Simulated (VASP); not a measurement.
# BP (F-43m) in VASP: further runs

BP is run at these levels: LDA; tasks: single point, relaxation of cell and atoms.

Everything below comes from runs of VASP 6.6.1. Logs are shortened: lines on timing, memory, paths and dates and some standing lists are left out, and cuts for length are marked.

## 1. The cell of the first run

It takes space group F-43m (No. 216, cubic). Conventional cell: a = 4.414 Å, b = 4.414 Å, c = 4.414 Å, α = 90.00°, β = 90.00°, γ = 90.00°. Within 2.5 Å of P (site symmetry -43m) lie 4 B at 1.91 Å. B (site symmetry -43m) has 4 P at 1.91 Å within 2.5 Å.

## 2. Single point, LDA

The input, INCAR:

```
  PREC = Accurate
  ENCUT = 520
  EDIFF = 1E-6
  ISMEAR = -1
  SIGMA = 0.05
  LREAL = F
  LASPH = T
  NELM = 100
  ALGO = Normal
  ISIF = 2
  LWAVE = F
  LCHARG = T
  GGA = CA
  LELF = T
  LVHAR = T
  NBANDS = 11
```

The input, KPOINTS:

```
Automatic mesh
0
Gamma
  10 10 10
```

The input, POSCAR:

```
BP
1.0
    0.0000000000      2.2069340718      2.2069340718
    2.2069340718      0.0000000000      2.2069340718
    2.2069340718      2.2069340718      0.0000000000
P B
1 1
Direct
    0.7500000000      0.7500000000      0.7500000000
    0.0000000000      0.0000000000      0.0000000000
```

Potentials or basis: VASP PAW LDA potentials, release 64 (P, B).

Run with:

```
$ cat potpaw_LDA.64/P/POTCAR potpaw_LDA.64/B/POTCAR > POTCAR
$ mpirun -np 1 vasp_std > vasp.out
```

OUTCAR:

```text
PREC = Accurate
   ENCUT = 520
   EDIFF = 1E-6
   ISMEAR = -1
   LREAL = F
   LASPH = T
   NELM = 100
   ISIF = 2
   GGA = CA

 ion  position               nearest neighbor table
   1  0.750  0.750  0.750-   2 1.91   2 1.91   2 1.91   2 1.91
   2  0.000  0.000  0.000-   1 1.91   1 1.91   1 1.91   1 1.91

  LATTYP: Found a face centered cubic cell.
 ALAT       =     4.4138681436

  Lattice vectors:

 A1 = (   0.0000000000,   2.2069340718,   2.2069340718)
 A2 = (   2.2069340718,   0.0000000000,   2.2069340718)
 A3 = (   2.2069340718,   2.2069340718,   0.0000000000)

Analysis of symmetry for initial positions (statically):
=====================================================================
 Subroutine PRICEL returns:
 Original cell was already a primitive cell.

 Routine SETGRP: Setting up the symmetry group for a
 face centered cubic supercell.

 Subroutine GETGRP returns: Found 24 space group operations
 (whereof 24 operations were pure point group operations)
 out of a pool of 48 trial point group operations.

The static configuration has the point symmetry T_d .

Analysis of symmetry for dynamics (positions and initial velocities):
=====================================================================
 Subroutine PRICEL returns:
 Original cell was already a primitive cell.

 Routine SETGRP: Setting up the symmetry group for a
 face centered cubic supercell.

 Subroutine GETGRP returns: Found 24 space group operations
 (whereof 24 operations were pure point group operations)
 out of a pool of 48 trial point group operations.

The dynamic configuration has the point symmetry T_d .

 Subroutine INISYM returns: Found 24 space group operations
 (whereof 24 operations are pure point group operations),
 and found     1 'primitive' translations

----------------------------------------------------------------------------------------

                                     Primitive cell

  volume of cell :      21.4980

  direct lattice vectors                    reciprocal lattice vectors
     0.000000000  2.206934072  2.206934072    -0.226558648  0.226558648  0.226558648
     2.206934072  0.000000000  2.206934072     0.226558648 -0.226558648  0.226558648
     2.206934072  2.206934072  0.000000000     0.226558648  0.226558648 -0.226558648

  length of vectors
     3.121076096  3.121076096  3.121076096     0.392411090  0.392411090  0.392411090

  position of ions in fractional coordinates (direct lattice)
     0.750000000  0.750000000  0.750000000
     0.000000000  0.000000000  0.000000000

  ion indices of the primitive-cell ions
   primitive index   ion index
                 1           1
                 2           2

----------------------------------------------------------------------------------------

 KPOINTS: Automatic mesh

Automatic generation of k-mesh.
 Grid dimensions read from file:
 generate k-points for:   10   10   10

 Generating k-lattice:

  Cartesian coordinates                     Fractional coordinates (reciprocal lattice)
    -0.022655865  0.022655865  0.022655865     0.100000000  0.000000000  0.000000000
     0.022655865 -0.022655865  0.022655865     0.000000000  0.100000000  0.000000000
     0.022655865  0.022655865 -0.022655865     0.000000000  0.000000000  0.100000000

  Length of vectors
     0.039241109  0.039241109  0.039241109

  Shift w.r.t. Gamma in fractional coordinates (k-lattice)
     0.000000000  0.000000000  0.000000000

 Subroutine IBZKPT returns following result:
 ===========================================

 Found     47 irreducible k-points:

 Following reciprocal coordinates:
            Coordinates               Weight
  0.000000  0.000000  0.000000      1.000000
  0.100000  0.000000  0.000000      8.000000
  0.200000  0.000000  0.000000      8.000000
  0.300000  0.000000  0.000000      8.000000
  0.400000  0.000000  0.000000      8.000000
  0.500000  0.000000  0.000000      4.000000
[... 16 lines left out ...]
  0.300000  0.300000  0.000000      6.000000
  0.400000  0.300000  0.000000     24.000000
 [... further k-points ...]
   k-points           NKPTS =     47   k-points in BZ     NKDIM =     47   number of bands    NBANDS=     11
   number of dos      NEDOS =    301   number of ions     NIONS =      2
   total plane-waves  NPLWV =  13824
   dimension x,y,z NGX =    24 NGY =   24 NGZ =   24
   dimension x,y,z NGXF=    48 NGYF=   48 NGZF=   48
   ions per type =               1   1
   NGX,Y,Z   is equivalent  to a cutoff of  12.78, 12.78, 12.78 a.u.
   NGXF,Y,Z  is equivalent  to a cutoff of  25.57, 25.57, 25.57 a.u.
 SYSTEM =  unknown system
   PREC   = accura    normal or accurate (medium, high low for compatibility)
   ISTART =      0    job   : 0-new  1-cont  2-samecut
   ICHARG =      2    charge: 1-file 2-atom 10-const
   ISPIN  =      1    spin polarized calculation?
   LNONCOLLINEAR =      F non collinear calculations
   LSORBIT =      F    spin-orbit coupling
   LASPH  =      T    aspherical Exc in radial PAW
   ENCUT  =  520.0 eV  38.22 Ry    6.18 a.u.   5.80  5.80  5.80*2*pi/ulx,y,z
   NELM   =    100;   NELMIN=  2; NELMDL= -5     # of ELM steps
   EDIFF  = 0.1E-05   stopping-criterion for ELM
   LREAL  =      F    real-space projection
   EDIFFG = 0.1E-04   stopping-criterion for IOM
   NSW    =      0    number of steps for IOM
   IBRION =     -1    ionic relax: 0-MD 1-quasi-New 2-CG
   NFREE  =      0    steps in history (QN), initial steepest desc. (CG)
   ISIF   =      2    stress and relaxation
   ISYM   =      2    0-nonsym 1-usesym 2-fastsym
   POTIM  = 0.5000    time-step for ionic-motion
   TEBEG  =    0.0;   TEEND  =   0.0 temperature during run
   PSTRESS=    0.0 pullay stress
   NELECT =       8.0000    total number of electrons
   NUPDOWN=      -1.0000    fix difference up-down
   EMIN   =  10.00;   EMAX   =-10.00  energy-range for DOS
   EFERMI =   0.00;   METHOD = LEGACY
   ISMEAR =    -1;   SIGMA  =   0.05  broadening in eV -4-tet -1-fermi 0-gaus
   EFERMI_NEDOS =   21; number of points for ismear=-14 and -15
   IALGO  =     38    algorithm
   IMIX   =      4    mixing-type and parameters
     AMIX     =   0.40;   BMIX     =  1.00
     AMIX_MAG =   1.60;   BMIX_MAG =  1.00
  volume/ion in A,a.u.               =      10.75        72.54
  Fermi-wavevector in a.u.,A,eV,Ry     =   1.177530  2.225210 18.865537  1.386578
  Thomas-Fermi vector in A             =   2.313875
   LORBIT       =      0    0 simple, 1 ext, 2 COOP (PROOUT), +10 PAW based schemes
   GGA     = CA    functional components
   LHFCALC =     F    Hartree Fock is set to
   AEXX    =    0.0000 exact exchange contribution
   IVDW    =     0    specifies the selected vdW correction
   LEPSILON=     F    determine dielectric tensor
   LRPA    =     F    only Hartree local field effects (RPA)
 non-spin polarized calculation
  energy-cutoff  :      520.00
  volume of cell :       21.50
 maximum number of plane-waves:       589
   NGX = 11   NGY = 11   NGZ = 11

 number of electron       8.0000000 magnetization

 Free energy of the ion-electron system (eV)
  ---------------------------------------------------
  ext. energy  EPLUGINS =         0.00000000
  ---------------------------------------------------
  free energy    TOTEN  =       -14.36566018 eV

  energy without entropy =      -14.36565997  energy(sigma->0) =      -14.36566007

 E-fermi :   8.9504     XC(G=0): -11.4347

 val. band max:        8.4263413861   @ k =   0.0000   0.0000   0.0000
 cond. band min:       9.5156761725   @ k =   0.4000   0.4000   0.0000
 fundamental gap:      1.0893347864
 Fermi energy:         8.9504442798

 k-point     1 :       0.0000    0.0000    0.0000
  band No.  band energies     occupation
      1      -7.7148      2.00000
      2       8.4263      1.99994
      3       8.4263      1.99994
      4       8.4263      1.99994
      5      11.9480      0.00000
      6      11.9480      0.00000
      7      11.9480      0.00000
      8      17.0952      0.00000
      9      20.2977      0.00000
     10      20.8610      0.00000
     11      20.8610      0.00000

 k-point     2 :       0.1000    0.0000    0.0000
  band No.  band energies     occupation
      1      -7.5224      2.00000
      2       7.0745      2.00000
      3       8.1123      2.00000
      4       8.1123      2.00000
      5      12.3834      0.00000
      6      12.3834      0.00000
      7      12.4539      0.00000
      8      17.5065      0.00000
      9      20.0887      0.00000
     10      20.0887      0.00000
     11      20.9084      0.00000

 k-point     3 :       0.2000    0.0000    0.0000
  band No.  band energies     occupation
      1      -6.9513      2.00000
      2       4.6201      2.00000
      3       7.5225      2.00000
      4       7.5225      2.00000
      5      12.7980      0.00000
      6      13.1279      0.00000
      7      13.1279      0.00000
      8      18.3394      0.00000
      9      19.4338      0.00000
     10      19.4338      0.00000
     11      21.8397      0.00000

 k-point     4 :       0.3000    0.0000    0.0000
  band No.  band energies     occupation
      1      -6.0278      2.00000
      2       2.1234      2.00000
      3       7.0114      2.00000
      4       7.0114      2.00000
      5      12.8104      0.00000
      6      13.4074      0.00000
      7      13.4074      0.00000
      8      18.8019      0.00000
      9      20.0921      0.00000
     10      20.0921      0.00000
     11      22.2871      0.00000
[... 239 lines left out ...]
 k-point    22 :      -0.2000    0.2000    0.0000
  band No.  band energies     occupation
      1      -5.7158      2.00000
      2       3.0215      2.00000
      3       3.9389      2.00000
      4       7.1250      2.00000
      5      13.0592      0.00000
      6      13.9432      0.00000
      7      15.1400      0.00000
      8      17.2798      0.00000
      9      17.9874      0.00000
     10      22.5326      0.00000
     11      25.2183      0.00000

 k-point    23 :       0.3000    0.3000    0.0000
  band No.  band energies     occupation
      1      -5.4513      2.00000
      2       3.5836      2.00000
      3       4.9726      2.00000
      4       4.9726      2.00000
      5       9.8526      0.00000
      6      12.2144      0.00000
      7      17.7608      0.00000
      8      17.7608      0.00000
      9      22.5039      0.00000
     10      23.2492      0.00000
     11      25.8321      0.00000

 k-point    24 :       0.4000    0.3000    0.0000
  band No.  band energies     occupation
      1      -4.5598      2.00000
      2       2.1618      2.00000
      3       4.0731      2.00000
      4       4.6607      2.00000
      5      10.1334      0.00000
      6      11.9496      0.00000
      7      18.3809      0.00000
      8      18.4646      0.00000
      9      23.2538      0.00000
     10      24.2014      0.00000
     11      26.5349      0.00000

 [... further k-points ...]

------------------------ aborting loop because EDIFF is reached ----------------------------------------

  FORCE on cell =-STRESS in cart. coord.  units (eV):
  Direction    XX          YY          ZZ          XY          YZ          ZX
  --------------------------------------------------------------------------------------
  -------------------------------------------------------------------------------------
  Total        1.3196656      1.3196656      1.3196656      0.0000000      0.0000000      0.0000000
  in kB       98.3504650     98.3504650     98.3504650      0.0000000      0.0000000      0.0000000
  external PRESSURE =      98.3504650 kB  Pullay stress =       0.0000000 kB

 VOLUME and BASIS-vectors are now :
 -----------------------------------------------------------------------------
  energy-cutoff  :      520.00
  volume of cell :       21.50
      direct lattice vectors                 reciprocal lattice vectors
     0.000000000  2.206934072  2.206934072    -0.226558648  0.226558648  0.226558648
     2.206934072  0.000000000  2.206934072     0.226558648 -0.226558648  0.226558648
     2.206934072  2.206934072  0.000000000     0.226558648  0.226558648 -0.226558648

 POSITION                                       TOTAL-FORCE (eV/Angst)
 -----------------------------------------------------------------------------------
      3.31040      3.31040      3.31040         0.000000      0.000000      0.000000
      0.00000      0.00000      0.00000        -0.000000     -0.000000     -0.000000
 -----------------------------------------------------------------------------------
    total drift:                               -0.000000     -0.000000     -0.000000

  FREE ENERGIE OF THE ION-ELECTRON SYSTEM (eV)
  ---------------------------------------------------
  free  energy   TOTEN  =       -14.3656601781 eV

  energy  without entropy=      -14.3656599690  energy(sigma->0) =      -14.36566007
```

Run time: 12 s. Hardware: 1 thread of Intel Xeon 8259CL, shared host; peak memory 0.12 GiB.

Results:

```yaml
Free_energy: -14.3657 eV
Pressure: 9.8 GPa
Band_gap_on_the_k_mesh: 1.09 eV, indirect (least direct gap 3.52 eV)
```

Levels at points of the mesh, in eV from the valence-band top:
| k point | band 1 | band 2 | band 3 | band 4 | band 5 | band 6 | band 7 | band 8 | band 9 |
| --- | --- | --- | --- | --- | --- | --- | --- | --- | --- |
| (0.00, 0.00, 0.00) | -16.14 | 0.00 | 0.00 | 0.00 | 3.52 | 3.52 | 3.52 | 8.67 | 11.87 |
| (0.50, 0.00, 0.00) | -12.48 | -9.62 | -1.84 | -1.84 | 4.30 | 4.74 | 4.74 | 10.22 | 15.13 |
| (0.50, 0.50, 0.00) | -10.87 | -8.91 | -4.40 | -4.40 | 1.14 | 1.49 | 12.79 | 12.79 | 16.02 |

A k mesh can miss the band edges. A hybrid or GW would open this gap; LDA tends to underestimate it.

## 3. Relaxation of cell and atoms, LDA, target pressure 2 GPa, at which the enthalpy is minimised

This run uses another cell than the first one, of 11.68 Å³/atom, 1.087 times its volume.

The input, INCAR:

```
SYSTEM = BP
  PREC = Accurate
  ENCUT = 600
  EDIFF = 1E-6
  ISMEAR = -1
  SIGMA = 0.05
  LREAL = .FALSE.
  LASPH = .TRUE.
  NELM = 80
  ALGO = Normal
  ISIF = 3
  LWAVE = .FALSE.
  LCHARG = .FALSE.
  IBRION = 2
  NSW = 80
  EDIFFG = -0.02
  PSTRESS = 20.0
```

The input, KPOINTS:

```
Automatic mesh
0
G
  10 10 10
  0 0 0
```

The input, POSCAR:

```
BP
1.0
    0.0000000000      2.2690000000      2.2690000000
    2.2690000000      0.0000000000      2.2690000000
    2.2690000000      2.2690000000      0.0000000000
P B
1 1
Direct
    0.7500000000      0.7500000000      0.7500000000
    0.0000000000      0.0000000000      0.0000000000
```

Potentials or basis: VASP PAW LDA potentials, release 64 (P, B).

Run with:

```
$ cat potpaw_LDA.64/P/POTCAR potpaw_LDA.64/B/POTCAR > POTCAR
$ mpirun -np 1 vasp_std > vasp.out
```

Run time: 37 s. Hardware: 1 thread of Intel Xeon 8259CL, shared host; peak memory 0.14 GiB.

Results (log left out):

| Item | Value |
| --- | --- |
| Free energy | -14.3998 eV |
| Relaxed volume | 11.19 Å³/atom |
| Relaxed cell | a = 3.163 Å, b = 3.163 Å, c = 3.163 Å, α = 60.00°, β = 60.00°, γ = 60.00° |
| Space group after relaxing (to 0.05 Å) | F-43m (No. 216) |
| Energy change on relaxing (the enthalpy is what falls) | -5.5 meV/atom |
| Ionic steps | 3 |
| Pressure after relaxing | 2.0 GPa |
| Band gap on the k mesh | 1.14 eV, indirect (least direct gap 3.45 eV) |

Step by step:
```csv
step,energy change (eV),largest force (eV/Å),pressure (GPa),volume (Å³)
1,0.0000,0.0000,-5.32,23.36
2,0.0144,0.0000,8.82,21.61
3,-0.0111,0.0000,1.97,22.38
```

Final structure:
```
P B
1.0
     0.00000    2.23661    2.23661
     2.23661    0.00000    2.23661
     2.23661    2.23661    0.00000
P B
1 1
Cartesian
  3.3549 3.3549 3.3549
  0.0000 0.0000 0.0000
```

Levels at points of the mesh, in eV from the valence-band top:
| k point | band 2 | band 3 | band 4 | band 5 | band 6 | band 7 |
| --- | --- | --- | --- | --- | --- | --- |
| (0.00, 0.00, 0.00) | 0.00 | 0.00 | 0.00 | 3.45 | 3.45 | 3.45 |
| (0.50, 0.00, 0.00) | -9.32 | -1.80 | -1.80 | 4.05 | 4.71 | 4.71 |
| (0.50, 0.50, 0.00) | -8.71 | -4.26 | -4.26 | 1.22 | 1.52 | 12.40 |

Caveat: the cell is relaxed towards a set pressure, so the enthalpy falls and the energy may rise. As with any semilocal functional, this LDA gap is likely too small.

## 4. Relaxation of cell and atoms, LDA, target pressure 5 GPa, at which the enthalpy is minimised

This run uses another cell than the first one, of 11.68 Å³/atom, 1.087 times its volume.

The input, INCAR:

```
PREC = Accurate ; ENCUT = 600
EDIFF = 1E-6 ; ISMEAR = -1
SIGMA = 0.05 ; LREAL = False
LASPH = True ; NELM = 60
ALGO = Normal ; ISIF = 3
LWAVE = False ; LCHARG = False
IBRION = 2 ; NSW = 80
EDIFFG = -0.02 ; PSTRESS = 50.0
```

The input, KPOINTS:

```
regular mesh
0
Gamma
  10 10 10
```

POSCAR is that of step 3.

Run with:

```
$ cat potpaw_LDA.64/P/POTCAR potpaw_LDA.64/B/POTCAR > POTCAR
$ mpirun -np 1 vasp_std > vasp.out
```

It took 40 s on 1 thread of Intel Xeon 8259CL, shared host; peak memory 0.14 GiB.

It converged, with:

```yaml
Free_energy: -14.3924 eV
Relaxed_volume: 11.01 Å³/atom
Relaxed_cell: a = 3.147 Å, b = 3.147 Å, c = 3.147 Å, α = 60.00°, β = 60.00°, γ = 60.00°
Space_group_after_relaxing_to_0.05_Å: F-43m (No. 216)
Energy_change_on_relaxing_the_enthalpy_is_what_falls: -1.8 meV/atom
Ionic_steps: 3
Pressure_after_relaxing: 4.9 GPa
Band_gap_on_the_k_mesh: 1.12 eV, indirect (least direct gap 3.48 eV)
```

Step by step:
```
step  energy change (eV)  largest force (eV/Å)  pressure (GPa)  volume (Å³)
   1              0.0000                0.0000           -5.32        23.36
   2              0.0678                0.0000           16.01        20.91
   3             -0.0037                0.0000            4.92        22.03
```

Final structure:
```yaml
crystal:
  lattice:
    - [0.00000, 2.22496, 2.22496]
    - [2.22496, 0.00000, 2.22496]
    - [2.22496, 2.22496, 0.00000]
  atoms:
    - { symbol: P, position: [0.75000, 0.75000, 0.75000] }
    - { symbol: B, position: [0.00000, 0.00000, 0.00000] }
```

Levels at points of the mesh, in eV from the valence-band top:
| k point | band 2 | band 3 | band 4 | band 5 | band 6 | band 7 |
| --- | --- | --- | --- | --- | --- | --- |
| (0.00, 0.00, 0.00) | 0.00 | 0.00 | 0.00 | 3.48 | 3.48 | 3.48 |
| (0.50, 0.00, 0.00) | -9.43 | -1.82 | -1.82 | 4.14 | 4.72 | 4.72 |
| (0.50, 0.50, 0.00) | -8.79 | -4.32 | -4.32 | 1.19 | 1.51 | 12.55 |

Caveat: the cell is relaxed towards a set pressure, so the enthalpy falls and the energy may rise. A k mesh can miss the band edges.

(Continued in part 2 of 2.)
